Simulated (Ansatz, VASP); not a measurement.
**Two plane-wave programs on MgO**

Contents of INCAR:

```
SYSTEM = MgO
PREC = Accurate
ENCUT = 520
EDIFF = 1E-7
ISMEAR = 0
SIGMA = 0.05
LREAL = .FALSE.
LASPH = .TRUE.
NELM = 100
ALGO = Normal
ISIF = 2
LWAVE = .FALSE.
LCHARG = .FALSE.
GGA = PE
NBANDS = 36
```

The input KPOINTS:

```
Automatic mesh
0
G
  9 9 2
  0 0 0
```

File POSCAR:

```
MgO
1.0
    2.1351500000     -2.1351500000      0.0000000000
    2.1351500000      0.0000000000     -2.1351500000
   12.0047016151     12.0047016151     12.0047016151
Mg O
6 6
Direct
    0.6666666667      0.6666666667      0.0296432468
    0.0000000000      0.0000000000      0.6225081838
    0.3333333333      0.3333333333      0.1482162342
    0.6666666667      0.6666666667      0.3853622090
    0.0000000000      0.0000000000      0.2667892216
    0.3333333333      0.3333333333      0.5039351964
    0.6666666667      0.6666666667      0.2075027279
    0.0000000000      0.0000000000      0.0889297405
    0.3333333333      0.3333333333      0.3260757153
    0.6666666667      0.6666666667      0.5632216901
    1.0000000000      1.0000000000      0.4446487027
    0.3333333333      0.3333333333      0.6817946775
```

Input for Ansatz:

```yaml
crystal:
  lattice:
    - [2.13515, -2.13515, 0.0]
    - [2.13515, 0.0, -2.13515]
    - [12.0047016151, 12.0047016151, 12.0047016151]
  atoms:
    - { symbol: Mg, position: [0.6666666667, 0.6666666667, 0.0296432468] }
    - { symbol: Mg, position: [0.0, 0.0, 0.6225081838] }
    - { symbol: Mg, position: [0.3333333333, 0.3333333333, 0.1482162342] }
    - { symbol: Mg, position: [0.6666666667, 0.6666666667, 0.385362209] }
    - { symbol: Mg, position: [0.0, 0.0, 0.2667892216] }
    - { symbol: Mg, position: [0.3333333333, 0.3333333333, 0.5039351964] }
    - { symbol: O, position: [0.6666666667, 0.6666666667, 0.2075027279] }
    - { symbol: O, position: [0.0, 0.0, 0.0889297405] }
    - { symbol: O, position: [0.3333333333, 0.3333333333, 0.3260757153] }
    - { symbol: O, position: [0.6666666667, 0.6666666667, 0.5632216901] }
    - { symbol: O, position: [1.0, 1.0, 0.4446487027] }
    - { symbol: O, position: [0.3333333333, 0.3333333333, 0.6817946775] }
basis:
  ecutwfc: 420
kpoints:
  mp_grid: { grid: [9, 9, 2] }
hamiltonian:
  xc: pbe
scf:
  occupations: { method: gaussian, width: 0.05 }
output:
  forces: true
  stress: true
  eigenvalues: true
```

Alike in both runs: task single point; functional PBE; k mesh 9 × 9 × 2; occupations gaussian, width 0.05 eV; no spin polarisation.

```csv
,VASP,Ansatz
version,VASP 6.6.1,Ansatz 0.2.0
potentials or method,"VASP PAW PBE potentials, release 64 (Mg, O), cutoff 520 eV","scalar-relativistic, plane waves, PAW"
valence electrons in the cell,48,96
```

|  | VASP | Ansatz | Ansatz less VASP |
| --- | --- | --- | --- |
| gap on the k mesh at the Fermi level (eV) | none | none | - |
| rms of the force components (eV/Å) | 0.370 | 0.372 | +0.0024 |

Atom by atom the forces differ by 0.007 eV/Å (rms over components). A gap of «none» marks a metal or a gap that the smearing closes. With one functional, cell and mesh, what is left measures potentials, basis and numerics. VASP's potentials hold 48 valence electrons a cell and Ansatz's 96, so a difference there can come from the potentials and not from the codes.
